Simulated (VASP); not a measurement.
# SiSn5 (P-6m2) in VASP: notebook

SiSn5 is run at these levels: PBE; tasks: single point, relaxation of cell and atoms.

Everything below comes from runs of VASP 6.6.1. Logs are shortened: lines on timing, memory, paths and dates and some standing lists are left out, and cuts for length are marked.

## 1. The cell of the first run

Symmetry: P-6m2, No. 187, hexagonal system. The conventional cell has a = 3.307 Å, b = 3.307 Å, c = 16.672 Å, α = 90.00°, β = 90.00°, γ = 120.00°. Si (site symmetry -6m2) has 6 Sn at 3.05 Å and 6 Si at 3.31 Å within 4.0 Å. Within 4.0 Å of Sn (site symmetry 3m) lie 3 Si at 3.05 Å and 9 Sn at 3.31 to 3.57 Å. Within 4.3 Å of Sn (site symmetry 3m) lie 12 Sn at 3.31 to 3.57 Å. Sn (site symmetry -6m2) has 12 Sn at 3.31 to 3.50 Å within 4.3 Å.

The cell was built from a structure type or drawn by symmetry, and may not be a known phase.

## 2. Single point, PBE

INCAR

```
SYSTEM = SiSn5
PREC = Accurate
ENCUT = 520
EDIFF = 1E-7
ISMEAR = 0
SIGMA = 0.1
LREAL = .False.
LASPH = .True.
NELM = 80
ALGO = Normal
ISIF = 2
LWAVE = .False.
LCHARG = .False.
GGA = PE
NBANDS = 46
```

KPOINTS

```
Automatic mesh
0
Gamma
  6 6 1
  0 0 0
```

POSCAR

```
SiSn5
1.0
    3.3071510658      0.0000000000      0.0000000000
   -1.6535755329      2.8640768371      0.0000000000
    0.0000000000      0.0000000000     16.6722817506
Si Sn
1 5
Direct
    0.0000000000      0.0000000000      0.0000000000
    0.6666666667      0.3333333333      0.8572007006
    0.0000000000      0.0000000000      0.6759216051
    0.6666666667      0.3333333333      0.5000000000
    0.0000000000      0.0000000000      0.3240783949
    0.6666666667      0.3333333333      0.1427992994
```

Potentials or basis: VASP PAW PBE potentials, release 64 (Si, Sn_d).

Started as:

```sh
cat potpaw_PBE.64/Si/POTCAR potpaw_PBE.64/Sn_d/POTCAR > POTCAR
mpirun -np 1 vasp_std > vasp.out
```

OUTCAR:

```text
SYSTEM = SiSn5
   PREC = Accurate
   ENCUT = 520
   EDIFF = 1E-7
   ISMEAR = 0
   LREAL = .False.
   LASPH = .True.
   NELM = 80
   ISIF = 2
   GGA = PE

 ion  position               nearest neighbor table
   1  0.000  0.000  0.000-   2 3.05   6 3.05   2 3.05   6 3.05   2 3.05   6 3.05
   2  0.667  0.333  0.857-   1 3.05   1 3.05   1 3.05   3 3.57   3 3.57   3 3.57
   3  0.000  0.000  0.676-   4 3.50   4 3.50   4 3.50   2 3.57   2 3.57   2 3.57
   4  0.667  0.333  0.500-   3 3.50   5 3.50   3 3.50   5 3.50   3 3.50   5 3.50
   5  0.000  0.000  0.324-   4 3.50   4 3.50   4 3.50   6 3.57   6 3.57   6 3.57
   6  0.667  0.333  0.143-   1 3.05   1 3.05   1 3.05   5 3.57   5 3.57   5 3.57

  LATTYP: Found a hexagonal cell.
 ALAT       =     3.3071510658
 C/A-ratio  =     5.0412821848

  Lattice vectors:

 A1 = (   3.3071510658,   0.0000000000,   0.0000000000)
 A2 = (  -1.6535755329,   2.8640768371,   0.0000000000)
 A3 = (   0.0000000000,   0.0000000000,  16.6722817506)

Analysis of symmetry for initial positions (statically):
=====================================================================
 Subroutine PRICEL returns:
 Original cell was already a primitive cell.

 Routine SETGRP: Setting up the symmetry group for a
 hexagonal supercell.

 Subroutine GETGRP returns: Found 12 space group operations
 (whereof 12 operations were pure point group operations)
 out of a pool of 24 trial point group operations.

The static configuration has the point symmetry D_3h.

Analysis of symmetry for dynamics (positions and initial velocities):
=====================================================================
 Subroutine PRICEL returns:
 Original cell was already a primitive cell.

 Routine SETGRP: Setting up the symmetry group for a
 hexagonal supercell.

 Subroutine GETGRP returns: Found 12 space group operations
 (whereof 12 operations were pure point group operations)
 out of a pool of 24 trial point group operations.

The dynamic configuration has the point symmetry D_3h.

 Subroutine INISYM returns: Found 12 space group operations
 (whereof 12 operations are pure point group operations),
 and found     1 'primitive' translations

----------------------------------------------------------------------------------------

                                     Primitive cell

  volume of cell :     157.9188

  direct lattice vectors                    reciprocal lattice vectors
     3.307151066  0.000000000  0.000000000     0.302375059  0.174576322  0.000000000
    -1.653575533  2.864076837  0.000000000     0.000000000  0.349152644  0.000000000
     0.000000000  0.000000000 16.672281751     0.000000000  0.000000000  0.059979793

  length of vectors
     3.307151066  3.307151066 16.672281751     0.349152644  0.349152644  0.059979793

  position of ions in fractional coordinates (direct lattice)
     0.000000000  0.000000000  0.000000000
     0.666666667  0.333333333  0.857200701
     0.000000000  0.000000000  0.675921605
     0.666666667  0.333333333  0.500000000
     0.000000000  0.000000000  0.324078395
     0.666666667  0.333333333  0.142799299

  ion indices of the primitive-cell ions
   primitive index   ion index
                 1           1
                 2           2
                 3           3
                 4           4
                 5           5
                 6           6

----------------------------------------------------------------------------------------

 KPOINTS: Automatic mesh

Automatic generation of k-mesh.
 Grid dimensions read from file:
 generate k-points for:    6    6    1

 Generating k-lattice:

  Cartesian coordinates                     Fractional coordinates (reciprocal lattice)
     0.050395843  0.029096054  0.000000000     0.166666667  0.000000000  0.000000000
     0.000000000  0.058192107  0.000000000     0.000000000  0.166666667  0.000000000
     0.000000000  0.000000000  0.059979793     0.000000000  0.000000000  1.000000000

  Length of vectors
     0.058192107  0.058192107  0.059979793

  Shift w.r.t. Gamma in fractional coordinates (k-lattice)
     0.000000000  0.000000000  0.000000000

 Subroutine IBZKPT returns following result:
 ===========================================

 Found      7 irreducible k-points:

 Following reciprocal coordinates:
            Coordinates               Weight
  0.000000  0.000000  0.000000      1.000000
  0.166667  0.000000  0.000000      6.000000
  0.333333  0.000000  0.000000      6.000000
  0.500000  0.000000  0.000000      3.000000
  0.166667  0.166667  0.000000      6.000000
  0.333333  0.166667  0.000000     12.000000
  0.333333  0.333333  0.000000      2.000000
   k-points           NKPTS =      7   k-points in BZ     NKDIM =      7   number of bands    NBANDS=     46
   number of dos      NEDOS =    301   number of ions     NIONS =      6
   total plane-waves  NPLWV =  98784
   dimension x,y,z NGX =    28 NGY =   28 NGZ =  126
   dimension x,y,z NGXF=    56 NGYF=   56 NGZF=  252
   ions per type =               1   5
   NGX,Y,Z   is equivalent  to a cutoff of  14.08, 14.08, 12.56 a.u.
   NGXF,Y,Z  is equivalent  to a cutoff of  28.15, 28.15, 25.13 a.u.
 SYSTEM =  SiSn5
   PREC   = accura    normal or accurate (medium, high low for compatibility)
   ISTART =      0    job   : 0-new  1-cont  2-samecut
   ICHARG =      2    charge: 1-file 2-atom 10-const
   ISPIN  =      1    spin polarized calculation?
   LNONCOLLINEAR =      F non collinear calculations
   LSORBIT =      F    spin-orbit coupling
   LASPH  =      T    aspherical Exc in radial PAW
   ENCUT  =  520.0 eV  38.22 Ry    6.18 a.u.   6.15  6.15 31.00*2*pi/ulx,y,z
   NELM   =     80;   NELMIN=  2; NELMDL= -5     # of ELM steps
   EDIFF  = 0.1E-06   stopping-criterion for ELM
   LREAL  =      F    real-space projection
   EDIFFG = 0.1E-05   stopping-criterion for IOM
   NSW    =      0    number of steps for IOM
   IBRION =     -1    ionic relax: 0-MD 1-quasi-New 2-CG
   NFREE  =      0    steps in history (QN), initial steepest desc. (CG)
   ISIF   =      2    stress and relaxation
   ISYM   =      2    0-nonsym 1-usesym 2-fastsym
   POTIM  = 0.5000    time-step for ionic-motion
   TEBEG  =    0.0;   TEEND  =   0.0 temperature during run
   PSTRESS=    0.0 pullay stress
   NELECT =      74.0000    total number of electrons
   NUPDOWN=      -1.0000    fix difference up-down
   EMIN   =  10.00;   EMAX   =-10.00  energy-range for DOS
   EFERMI =   0.00;   METHOD = LEGACY
   ISMEAR =     0;   SIGMA  =   0.10  broadening in eV -4-tet -1-fermi 0-gaus
   EFERMI_NEDOS =   21; number of points for ismear=-14 and -15
   IALGO  =     38    algorithm
   IMIX   =      4    mixing-type and parameters
     AMIX     =   0.40;   BMIX     =  1.00
     AMIX_MAG =   1.60;   BMIX_MAG =  1.00
  volume/ion in A,a.u.               =      26.32       177.61
  Fermi-wavevector in a.u.,A,eV,Ry     =   1.271572  2.402922 21.999183  1.616894
  Thomas-Fermi vector in A             =   2.404497
   LORBIT       =      0    0 simple, 1 ext, 2 COOP (PROOUT), +10 PAW based schemes
   GGA     = PE    functional components
   LHFCALC =     F    Hartree Fock is set to
   AEXX    =    0.0000 exact exchange contribution
   IVDW    =     0    specifies the selected vdW correction
   LEPSILON=     F    determine dielectric tensor
   LRPA    =     F    only Hartree local field effects (RPA)
 non-spin polarized calculation
 Gauss-broadening in eV      SIGMA  =   0.10
  energy-cutoff  :      520.00
  volume of cell :      157.92
 maximum number of plane-waves:      4290
 NGX is ok and might be reduce to    28
   NGX = 13   NGY = 13   NGZ = 61

 number of electron      74.0000007 magnetization

 Free energy of the ion-electron system (eV)
  ---------------------------------------------------
  ext. energy  EPLUGINS =         0.00000000
  ---------------------------------------------------
  free energy    TOTEN  =       -23.26647862 eV

  energy without entropy =      -23.24241643  energy(sigma->0) =      -23.25444753

 E-fermi :   7.7722     XC(G=0): -10.2341

 val. band max:        7.7623805015   @ k =   0.1667   0.1667   0.0000
 cond. band min:       7.9044383785   @ k =   0.3333   0.1667   0.0000
 fundamental gap:      0.1420578770
 Fermi energy:         7.7721710252

 k-point     1 :       0.0000    0.0000    0.0000
  band No.  band energies     occupation
      1     -13.8742      2.00000
      2     -13.8742      2.00000
      3     -13.8741      2.00000
      4     -13.8741      2.00000
      5     -13.8546      2.00000
      6     -13.8518      2.00000
[... 38 lines left out ...]
     45      15.1468      0.00000
     46      15.3247      0.00000

 k-point     2 :       0.1667    0.0000    0.0000
  band No.  band energies     occupation
      1     -13.8870      2.00000
      2     -13.8867      2.00000
      3     -13.8525      2.00000
      4     -13.8522      2.00000
      5     -13.8330      2.00000
      6     -13.8330      2.00000
[... 38 lines left out ...]
     45      13.1137      0.00000
     46      14.1984      0.00000

 k-point     3 :       0.3333    0.0000    0.0000
  band No.  band energies     occupation
      1     -13.9175      2.00000
      2     -13.9171      2.00000
      3     -13.8820      2.00000
      4     -13.8799      2.00000
      5     -13.8216      2.00000
      6     -13.8169      2.00000
[... 38 lines left out ...]
     45      12.0592      0.00000
     46      12.1674      0.00000

 k-point     4 :       0.5000    0.0000    0.0000
  band No.  band energies     occupation
      1     -13.9331      2.00000
      2     -13.9326      2.00000
      3     -13.8969      2.00000
      4     -13.8938      2.00000
      5     -13.8432      2.00000
      6     -13.8389      2.00000
[... 38 lines left out ...]
     45      11.0421      0.00000
     46      11.5964      0.00000

 k-point     5 :       0.1667    0.1667    0.0000
  band No.  band energies     occupation
      1     -13.8799      2.00000
      2     -13.8797      2.00000
      3     -13.8434      2.00000
      4     -13.8429      2.00000
      5     -13.8238      2.00000
      6     -13.8220      2.00000
[... 38 lines left out ...]
     45      11.6367      0.00000
     46      12.1940      0.00000

 k-point     6 :       0.3333    0.1667    0.0000
  band No.  band energies     occupation
      1     -13.8852      2.00000
      2     -13.8848      2.00000
      3     -13.8500      2.00000
      4     -13.8479      2.00000
      5     -13.8299      2.00000
      6     -13.8271      2.00000
[... 38 lines left out ...]
     45      10.1165      0.00000
     46      10.1203      0.00000

 k-point     7 :       0.3333    0.3333    0.0000
  band No.  band energies     occupation
      1     -13.8237      2.00000
      2     -13.8182      2.00000
      3     -13.8124      2.00000
      4     -13.8119      2.00000
      5     -13.8050      2.00000
      6     -13.8011      2.00000
[... 38 lines left out ...]
     45       8.7673      0.00000
     46      11.0989      0.00000

------------------------ aborting loop because EDIFF is reached ----------------------------------------

  FORCE on cell =-STRESS in cart. coord.  units (eV):
  Direction    XX          YY          ZZ          XY          YZ          ZX
  --------------------------------------------------------------------------------------
  -------------------------------------------------------------------------------------
  Total       -0.1085397     -0.1085397      0.1179182      0.0000000     -0.0000000      0.0000000
  in kB       -1.1011984     -1.1011984      1.1963486      0.0000000     -0.0000000      0.0000000
  external PRESSURE =      -0.3353494 kB  Pullay stress =       0.0000000 kB

 VOLUME and BASIS-vectors are now :
 -----------------------------------------------------------------------------
  energy-cutoff  :      520.00
  volume of cell :      157.92
      direct lattice vectors                 reciprocal lattice vectors
     3.307151066  0.000000000  0.000000000     0.302375059  0.174576322  0.000000000
    -1.653575533  2.864076837  0.000000000     0.000000000  0.349152644  0.000000000
     0.000000000  0.000000000 16.672281751     0.000000000  0.000000000  0.059979793

 POSITION                                       TOTAL-FORCE (eV/Angst)
 -----------------------------------------------------------------------------------
      0.00000      0.00000      0.00000        -0.000000      0.000000      0.000000
      1.65358      0.95469     14.29149         0.000000     -0.000000     -0.009735
      0.00000      0.00000     11.26916        -0.000000      0.000000      0.018577
      1.65358      0.95469      8.33614        -0.000000      0.000000      0.000000
      0.00000      0.00000      5.40313        -0.000000      0.000000     -0.018577
      1.65358      0.95469      2.38079         0.000000      0.000000      0.009735
 -----------------------------------------------------------------------------------
    total drift:                                0.000001     -0.000001      0.000000

  FREE ENERGIE OF THE ION-ELECTRON SYSTEM (eV)
  ---------------------------------------------------
  free  energy   TOTEN  =       -23.2664786248 eV

  energy  without entropy=      -23.2424164342  energy(sigma->0) =      -23.25444753
```

Run time: 81 s. Hardware: 1 thread of Intel Xeon Platinum 8259CL at 2.50GHz (Skylake/Cascade Lake), shared host; peak memory 0.3 GiB.

What came out:

```
Free energy            : -23.2665 eV
Pressure               : 0.0 GPa
Largest force          : 0.019 eV/Å
Band gap on the k mesh : zero (bands 37 and 38 overlap by 6.51 eV)
```

Forces on the atoms (eV/Å):
```
Si   0.000  0.000  0.000
Sn   0.000  0.000 -0.010
Sn   0.000  0.000  0.019
Sn   0.000  0.000  0.000
Sn   0.000  0.000 -0.019
Sn   0.000  0.000  0.010
```

Stress tensor (GPa, compression positive):
```
-0.11  0.00  0.00
 0.00 -0.11  0.00
 0.00  0.00  0.12
```

Caveat: the k points lie up to 0.38 Å⁻¹ apart, too coarse for converged energies and pressures of a metal; spin-orbit coupling is left out, which moves the levels of the heavy elements.

(Part 1 of 2 ends here.)
